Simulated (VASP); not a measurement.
# BN: vibrations by perturbation theory with PBE

The system is BN.

```xyz
2
Lattice="0.0000 1.8123 1.8123 1.8123 0.0000 1.8123 1.8123 1.8123 0.0000" Properties=species:S:1:pos:R:3 pbc="T T T"
B     0.0000    0.0000    0.0000
N     0.9062    0.9062    0.9062
```

* Program: VASP 6.6.1
* Task: vibrations by perturbation theory
* Functional: PBE
* Potentials or basis: VASP PAW PBE potentials, release 64 (B, N)
* Cutoff: 600 eV
* k mesh: 12 × 12 × 12
* Occupations: gaussian, width 0.01 eV
* Spin: no spin polarisation
* Dipole correction: no
* Further INCAR settings: ALGO = Normal; EDIFF = 1e-08; NBANDS = 11; IBRION = 8; NSW = 1

```
Electronic dielectric tensor (diagonal)                 : 4.61
Born charges (mean of the diagonal)                     : B +1.91; N -1.91 e
Highest phonon frequency at Γ, LO-TO splitting left out : 1030 cm⁻¹
```

Phonon frequencies in cm⁻¹ (negative: imaginary):
```csv
q point,frequencies
"(0.000, 0.000, 0.000)",0 0 0 1030 1030 1030
```

Electronic dielectric tensor:
```
4.61 0.00 0.00
0.00 4.61 0.00
0.00 0.00 4.61
```

Born effective charge tensors (e):
atom 1, B
```
1.91 0.00 0.00
0.00 1.91 0.00
0.00 0.00 1.91
```
atom 2, N
```
-1.91  0.00  0.00
 0.00 -1.91  0.00
 0.00  0.00 -1.91
```

Run time: 4.9 min on 1 thread of Intel Xeon 8259CL, on a shared host, peak memory 0.22 GiB.
